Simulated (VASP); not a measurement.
# Cd (Fmmm) in VASP: relaxation of cell and atoms with PBEsol

Aim: the relaxation of cell and atoms of Cd with PBEsol.

Everything below comes from runs of VASP 6.6.1. Logs are shortened: lines on timing, memory, paths and dates and some standing lists are left out, and cuts for length are marked.

### Step 1. The cell of the first run

Symmetry: Fmmm, No. 69, orthorhombic system. Conventional cell: a = 4.180 Å, b = 4.429 Å, c = 4.540 Å, α = 90.00°, β = 90.00°, γ = 90.00°. Cd (site symmetry mmm) has 12 Cd at 3.04 to 3.17 Å within 4.0 Å.

### Step 2. Relaxation of cell and atoms, PBEsol

INCAR reads:

```
PREC = Accurate
ENCUT = 600
EDIFF = 1E-6
ISMEAR = 0
SIGMA = 0.1
LREAL = False
LASPH = True
NELM = 60
ALGO = Fast
ISIF = 3
LWAVE = False
LCHARG = False
GGA = PS
IBRION = 2
NSW = 100
EDIFFG = -0.01
```

KPOINTS reads:

```
regular mesh
0
Gamma
  22 22 22
```

POSCAR reads:

```
Cd
1.0
    0.0000000000      2.2143606279      2.2697595701
    2.0900984562      0.0000000000      2.2697595701
    2.0900984562      2.2143606279      0.0000000000
Cd
1
Direct
    0.0000000000      0.0000000000      0.0000000000
```

Potentials or basis: VASP PAW PBE potentials, release 64 (Cd).

Run with:

```console
$ cat potpaw_PBE.64/Cd/POTCAR > POTCAR
$ mpirun -np 1 vasp_std > vasp.out
```

OUTCAR:

```text
PREC = Accurate
   ENCUT = 600
   EDIFF = 1E-6
   ISMEAR = 0
   LREAL = False
   LASPH = True
   NELM = 60
   ISIF = 3
   GGA = PS
   IBRION = 2
   NSW = 100
   EDIFFG = -0.01

 ion  position               nearest neighbor table
   1  0.000  0.000  0.000-

  LATTYP: Found a face centered orthorhombic cell.
 ALAT       =     4.1801969124
 B/A-ratio  =     1.0594527838
 C/A-ratio  =     1.0859582061

  Lattice vectors:

 A1 = (   0.0000000000,   2.2143606279,   2.2697595701)
 A2 = (   2.0900984562,   0.0000000000,   2.2697595701)
 A3 = (   2.0900984562,   2.2143606279,   0.0000000000)

Analysis of symmetry for initial positions (statically):
=====================================================================
 Subroutine PRICEL returns:
 Original cell was already a primitive cell.

 Routine SETGRP: Setting up the symmetry group for a
 face centered orthorhombic supercell.

 Subroutine GETGRP returns: Found  8 space group operations
 (whereof  8 operations were pure point group operations)
 out of a pool of  8 trial point group operations.

The static configuration has the point symmetry D_2h.

Analysis of symmetry for dynamics (positions and initial velocities):
=====================================================================
 Subroutine PRICEL returns:
 Original cell was already a primitive cell.

 Routine SETGRP: Setting up the symmetry group for a
 face centered orthorhombic supercell.

 Subroutine GETGRP returns: Found  8 space group operations
 (whereof  8 operations were pure point group operations)
 out of a pool of  8 trial point group operations.

The dynamic configuration has the point symmetry D_2h.

 Subroutine INISYM returns: Found  8 space group operations
 (whereof  8 operations are pure point group operations),
 and found     1 'primitive' translations

----------------------------------------------------------------------------------------

                                     Primitive cell

  volume of cell :      21.0099

  direct lattice vectors                    reciprocal lattice vectors
     0.000000000  2.214360628  2.269759570    -0.239223180  0.225798812  0.220287649
     2.090098456  0.000000000  2.269759570     0.239223180 -0.225798812  0.220287649
     2.090098456  2.214360628  0.000000000     0.239223180  0.225798812 -0.220287649

  length of vectors
     3.170993771  3.085501590  3.044980221     0.395903375  0.395903375  0.395903375

  position of ions in fractional coordinates (direct lattice)
[... 111 lines left out ...]
 Gauss-broadening in eV      SIGMA  =   0.10
  energy-cutoff  :      600.00
  volume of cell :       21.01
 maximum number of plane-waves:       724
 NGX is ok and might be reduce to    28
   NGX = 13   NGY = 13   NGZ = 13

--------------------------------------- Ionic step        1  -------------------------------------------

 number of electron      12.0000000 magnetization

 Free energy of the ion-electron system (eV)
  ---------------------------------------------------
  ext. energy  EPLUGINS =         0.00000000
  ---------------------------------------------------
  free energy    TOTEN  =        -1.17987973 eV

  energy without entropy =       -1.17819877  energy(sigma->0) =       -1.17903925

------------------------ aborting loop because EDIFF is reached ----------------------------------------

  FORCE on cell =-STRESS in cart. coord.  units (eV):
  Direction    XX          YY          ZZ          XY          YZ          ZX
  --------------------------------------------------------------------------------------
  -------------------------------------------------------------------------------------
  Total        0.2060735      0.0284823     -0.1393480      0.0000000      0.0000000      0.0000000
  in kB       15.7147645      2.1720025    -10.6264034      0.0000000      0.0000000      0.0000000
  external PRESSURE =       2.4201212 kB  Pullay stress =       0.0000000 kB
[... 86 lines left out ...]
  FREE ENERGIE OF THE ION-ELECTRON SYSTEM (eV)
  ---------------------------------------------------
  free  energy   TOTEN  =        -1.1845391654 eV

  energy  without entropy=       -1.1826402114  energy(sigma->0) =       -1.18358969

[... ionic steps 4 to 10 ...]

--------------------------------------- Ionic step       11  -------------------------------------------

 number of electron      12.0000000 magnetization

------------------------ aborting loop because EDIFF is reached ----------------------------------------
[... 65 lines left out ...]
--------------------------------------- Ionic step       13  -------------------------------------------

 number of electron      12.0000000 magnetization

 Free energy of the ion-electron system (eV)
  ---------------------------------------------------
  ext. energy  EPLUGINS =         0.00000000
  ---------------------------------------------------
  free energy    TOTEN  =        -1.18618227 eV

  energy without entropy =       -1.18397702  energy(sigma->0) =       -1.18507964

 E-fermi :   2.8873     XC(G=0): -11.3567

 val. band max:        2.8827704587   @ k =   0.3182  -0.3636   0.0909
 cond. band min:       2.8879672115   @ k =   0.4091  -0.3182   0.2727
 fundamental gap:      0.0051967528
 Fermi energy:         2.8872932403

 k-point     1 :       0.0000    0.0000    0.0000
  band No.  band energies     occupation
      1      -6.2568      2.00000
      2      -6.2522      2.00000
      3      -6.2442      2.00000
      4      -6.1772      2.00000
      5      -5.7592      2.00000
      6      -5.7496      2.00000
      7      16.9362      0.00000
      8      18.1975      0.00000
      9      18.1982      0.00000
     10      18.1985      0.00000
[... 287 lines left out ...]
 k-point    24 :      -0.4545    0.0455    0.0000
  band No.  band energies     occupation
      1      -6.7914      2.00000
      2      -6.2528      2.00000
      3      -6.2286      2.00000
      4      -5.3780      2.00000
      5      -5.3684      2.00000
      6       0.0823      2.00000
      7       2.1265      2.00000
      8      14.9920      0.00000
      9      15.6882      0.00000
     10      16.0035      0.00000

 [... further k-points ...]

------------------------ aborting loop because EDIFF is reached ----------------------------------------

  FORCE on cell =-STRESS in cart. coord.  units (eV):
  Direction    XX          YY          ZZ          XY          YZ          ZX
  --------------------------------------------------------------------------------------
  -------------------------------------------------------------------------------------
  Total       -0.0065541      0.0013746     -0.0036145      0.0000000      0.0000000      0.0000000
  in kB       -0.4987544      0.1046059     -0.2750612      0.0000000      0.0000000      0.0000000
  external PRESSURE =      -0.2230699 kB  Pullay stress =       0.0000000 kB
[... 16 lines left out ...]
  FREE ENERGIE OF THE ION-ELECTRON SYSTEM (eV)
  ---------------------------------------------------
  free  energy   TOTEN  =        -1.1861822655 eV

  energy  without entropy=       -1.1839770162  energy(sigma->0) =       -1.18507964

 reached required accuracy - stopping structural energy minimisation
```

It took 53 min on 1 thread of Intel Xeon 8259CL, shared host; peak memory 0.56 GiB.

Results:

```
Free energy                           : -1.1862 eV
Relaxed volume                        : 21.05 Å³/atom
Relaxed cell                          : a = 3.097 Å, b = 3.102 Å, c = 3.099 Å, α = 59.92°, β = 60.09°, γ = 59.98°
Space group after relaxing (to 0.1 Å) : Fm-3m (No. 225)
Energy gained by relaxing             : 6.3 meV/atom
Ionic steps                           : 13
Pressure after relaxing               : 0.0 GPa
Band gap on the k mesh                : zero (bands 6 and 7 overlap by 2.92 eV)
```

The path:
| step | energy change (eV) | largest force (eV/Å) | pressure (GPa) | volume (Å³) |
| --- | --- | --- | --- | --- |
| 1 | 0.0000 | 0.0000 | 0.24 | 21.01 |
| 2 | -0.0025 | 0.0000 | -0.06 | 21.11 |
| 3 | -0.0047 | 0.0000 | -0.60 | 21.27 |
| 4 | -0.0050 | 0.0000 | -0.73 | 21.34 |
| 5 | -0.0060 | 0.0000 | 0.30 | 20.95 |
| 6 | -0.0061 | 0.0000 | 0.10 | 21.01 |
| 7 | -0.0061 | 0.0000 | 0.13 | 21.00 |
| 8 | -0.0062 | 0.0000 | 0.04 | 21.02 |
| 9 | -0.0063 | 0.0000 | -0.08 | 21.05 |
| 10 | -0.0063 | 0.0000 | 0.19 | 21.00 |
| 11 | -0.0063 | 0.0000 | 0.02 | 21.04 |
| 12 | -0.0063 | 0.0000 | 0.05 | 21.04 |
| 13 | -0.0063 | 0.0000 | -0.02 | 21.05 |

Final structure:
```
CELL_PARAMETERS angstrom
0.00000 2.18744 2.19244
2.19503 0.00000 2.19244
2.19503 2.18744 0.00000
ATOMIC_POSITIONS crystal
Cd 0.00000 0.00000 0.00000
```

Caveat: the PAW data sets were made with another functional, which shifts forces and pressure a little.
